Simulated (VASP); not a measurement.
# CoPtO2 (R-3m) in VASP: notebook, part 2 of 2

VASP 6.6.1. Earlier steps stand in the parts before.

### Step 4. Single point, PBE, collinear spin, ferromagnetic start (10.46 Å³/atom)

This run uses another cell than the first one, of 10.46 Å³/atom.

INCAR

```
  PREC = Accurate
  ENCUT = 520
  EDIFF = 1E-6
  ISMEAR = -1
  SIGMA = 0.05
  LREAL = F
  LASPH = T
  NELM = 150
  ALGO = Normal
  ISIF = 2
  LWAVE = F
  LCHARG = F
  ISPIN = 2
  MAGMOM = 0 2 0 0
  LORBIT = 11
  LMAXMIX = 4
  GGA = PE
  NBANDS = 28
```

KPOINTS

```
regular mesh
0
Gamma
  11 11 11
```

POSCAR

```
CoPtO2
1.0
    1.4216229708      0.8207744048      5.9787239584
   -1.4216229708      0.8207744048      5.9787239584
    0.0000000000     -1.6415488097      5.9787239584
Pt Co O
1 1 2
Direct
    0.0000000000      0.0000000000      0.0000000000
    0.5000000000      0.5000000000      0.5000000000
    0.1122440300      0.1122440300      0.1122440300
    0.8877559700      0.8877559700      0.8877559700
```

Started as:

```bash
$ cat potpaw_PBE.64/Pt/POTCAR potpaw_PBE.64/Co/POTCAR potpaw_PBE.64/O/POTCAR > POTCAR
$ mpirun -np 1 vasp_std > vasp.out
```

Wall time 10 min (1 thread of Intel Xeon 6975P-C (Granite Rapids), shared host); peak memory 0.6 GiB.

The run converged. Its results:

| Quantity | Value |
| --- | --- |
| Free energy | -26.4746 eV |
| Pressure | 0.9 GPa |
| Largest force | 0.073 eV/Å |
| Net moment | 0.00 μB per cell |
| Valence electrons inside the program's atomic spheres | Pt 9.18; Co 8.40; O 5.00 |

Forces on the atoms (eV/Å):
```
Pt   0.000  0.000  0.000
Co   0.000  0.000  0.000
O    0.000  0.000 -0.073
O    0.000  0.000  0.073
```

Stress tensor (GPa, compression positive):
```
 1.56  0.00  0.00
 0.00  1.56  0.00
 0.00  0.00 -0.57
```

Levels at points of the mesh, in eV from the Fermi level:
Spin up:
| k point | band 13 | band 14 | band 15 | band 16 | band 17 | band 18 | band 19 | band 20 |
| --- | --- | --- | --- | --- | --- | --- | --- | --- |
| (0.00, 0.00, 0.00) | -1.93 | -1.60 | -1.60 | -1.54 | 1.77 | 1.77 | 2.63 | 5.53 |
Spin down:
| k point | band 13 | band 14 | band 15 | band 16 | band 17 | band 18 | band 19 | band 20 |
| --- | --- | --- | --- | --- | --- | --- | --- | --- |
| (0.00, 0.00, 0.00) | -1.93 | -1.60 | -1.60 | -1.54 | 1.77 | 1.77 | 2.63 | 5.53 |

Caveat: spin-orbit coupling is left out, which moves the levels of the heavy elements; semilocal functionals often make such compounds metallic where correlation or magnetic order opens a gap, which also shifts bond lengths.

### Step 5. Single point, PBE, collinear spin, ferromagnetic start (10.67 Å³/atom)

This run uses another cell than the first one, of 10.67 Å³/atom.

INCAR

```
SYSTEM = CoPtO2
  ALGO = Normal
  EDIFF = 1E-6
  ENCUT = 520
  GGA = PE
  ISIF = 2
  ISMEAR = -1
  ISPIN = 2
  LASPH = .True.
  LCHARG = .False.
  LMAXMIX = 4
  LORBIT = 11
  LREAL = .False.
  LWAVE = .False.
  MAGMOM = 0 2 0 0
  NBANDS = 28
  NELM = 150
  PREC = Accurate
  SIGMA = 0.05
```

KPOINTS

```
k-points
0
Gamma
  11 11 11
  0 0 0
```

POSCAR

```
CoPtO2
1.0
    1.4308545474      0.8261042581      6.0175479291
   -1.4308545474      0.8261042581      6.0175479291
    0.0000000000     -1.6522085162      6.0175479291
Pt Co O
1 1 2
Direct
    0.0000000000      0.0000000000      0.0000000000
    0.5000000000      0.5000000000      0.5000000000
    0.1122440300      0.1122440300      0.1122440300
    0.8877559700      0.8877559700      0.8877559700
```

Potentials or basis: VASP PAW PBE potentials, release 64 (Pt, Co, O).

Started as:

```bash
$ cat potpaw_PBE.64/Pt/POTCAR potpaw_PBE.64/Co/POTCAR potpaw_PBE.64/O/POTCAR > POTCAR
$ mpirun -np 1 vasp_std > vasp.out
```

OUTCAR:

```text
SYSTEM = CoPtO2
   EDIFF = 1E-6
   ENCUT = 520
   GGA = PE
   ISIF = 2
   ISMEAR = -1
   ISPIN = 2
   LASPH = .True.
   LORBIT = 11
   LREAL = .False.
   NELM = 150
   PREC = Accurate

 ion  position               nearest neighbor table
   1  0.000  0.000  0.000-   3 2.03   4 2.03
   2  0.500  0.500  0.500-   3 1.92   4 1.92   3 1.92   3 1.92   4 1.92   4 1.92
   3  0.112  0.112  0.112-   2 1.92   2 1.92   2 1.92   1 2.03
   4  0.888  0.888  0.888-   2 1.92   2 1.92   2 1.92   1 2.03

  LATTYP: Found a trigonal (rhomboedric) cell.
 ALAT       =     6.2402464743
 COS(alpha) =     0.8948480128

  Lattice vectors:

 A1 = (   1.4308545474,   0.8261042581,   6.0175479291)
 A2 = (  -1.4308545474,   0.8261042581,   6.0175479291)
 A3 = (   0.0000000000,  -1.6522085162,   6.0175479291)

Analysis of symmetry for initial positions (statically):
[... 1650 lines left out ...]

  FORCE on cell =-STRESS in cart. coord.  units (eV):
  Direction    XX          YY          ZZ          XY          YZ          ZX
  --------------------------------------------------------------------------------------
  -------------------------------------------------------------------------------------
  Total       -0.6997400     -0.6997400     -1.6264493      0.0000000     -0.0000000      0.0000000
  in kB      -26.2691550    -26.2691550    -61.0590376      0.0000000     -0.0000000      0.0000000
  external PRESSURE =     -37.8657825 kB  Pullay stress =       0.0000000 kB

 VOLUME and BASIS-vectors are now :
 -----------------------------------------------------------------------------
  energy-cutoff  :      520.00
  volume of cell :       42.68
      direct lattice vectors                 reciprocal lattice vectors
     1.430854547  0.826104258  6.017547929     0.349441528  0.201750161  0.055393549
    -1.430854547  0.826104258  6.017547929    -0.349441528  0.201750161  0.055393549
     0.000000000 -1.652208516  6.017547929     0.000000000 -0.403500321  0.055393549

 POSITION                                       TOTAL-FORCE (eV/Angst)
 -----------------------------------------------------------------------------------
      0.00000      0.00000      0.00000        -0.000000     -0.000000      0.000000
      0.00000      0.00000      9.02632         0.000000     -0.000000      0.000000
      0.00000      0.00000      2.02630        -0.000000     -0.000000     -0.036897
      0.00000      0.00000     16.02634        -0.000000      0.000000      0.036897
 -----------------------------------------------------------------------------------
    total drift:                                0.000000      0.000000     -0.000000

  FREE ENERGIE OF THE ION-ELECTRON SYSTEM (eV)
  ---------------------------------------------------
  free  energy   TOTEN  =       -26.4682795854 eV

  energy  without entropy=      -26.4627132875  energy(sigma->0) =      -26.46549644

 total charge

# of ion       s       p       d       tot
------------------------------------------
    1        0.629   0.525   7.984   9.138
    2        0.411   0.618   7.317   8.346
    3        1.557   3.432   0.000   4.988
    4        1.557   3.432   0.000   4.988
--------------------------------------------------
tot          4.154   8.006  15.301  27.461

 magnetization (x)

# of ion       s       p       d       tot
------------------------------------------
    1       -0.000  -0.000  -0.000  -0.000
    2       -0.000  -0.000   0.000   0.000
    3        0.000   0.000   0.000   0.000
    4        0.000   0.000   0.000   0.000
--------------------------------------------------
tot          0.000  -0.000   0.000   0.000
```

stdout:

```text
POSCAR found type information on POSCAR PtCoO
 POSCAR found :  3 types and       4 ions
 scaLAPACK will be used
 LDA part: xc-table for (Slater+PW92), standard interpolation
 POSCAR, INCAR and KPOINTS ok, starting setup
 FFT: planning ... GRIDC
 FFT: planning ... GRID_SOFT
 FFT: planning ... GRID
 WAVECAR not read
 entering main loop
```

Wall time 9.3 min (1 thread of Intel Xeon 6975P-C (Granite Rapids), shared host); peak memory 0.6 GiB.

Results:

```yaml
Free_energy: -26.4683 eV
Pressure: -3.8 GPa
Largest_force: 0.037 eV/Å
Net_moment: 0.00 μB per cell
Valence_electrons_inside_the_program's_atomic_spheres: Pt 9.14; Co 8.35; O 4.99
```

Forces on the atoms (eV/Å):
```
Pt   0.000  0.000  0.000
Co   0.000  0.000  0.000
O    0.000  0.000 -0.037
O    0.000  0.000  0.037
```

Stress tensor (GPa, compression positive):
```
-2.63  0.00  0.00
 0.00 -2.63  0.00
 0.00  0.00 -6.11
```

Caveat: the cell stands under tension; spin-orbit coupling is left out, which moves the levels of the heavy elements; semilocal functionals often make such compounds metallic where correlation or magnetic order opens a gap, which also shifts bond lengths. With open d or f shells a metallic result of PBE can be an artefact of self-interaction; +U or a hybrid may open a gap.
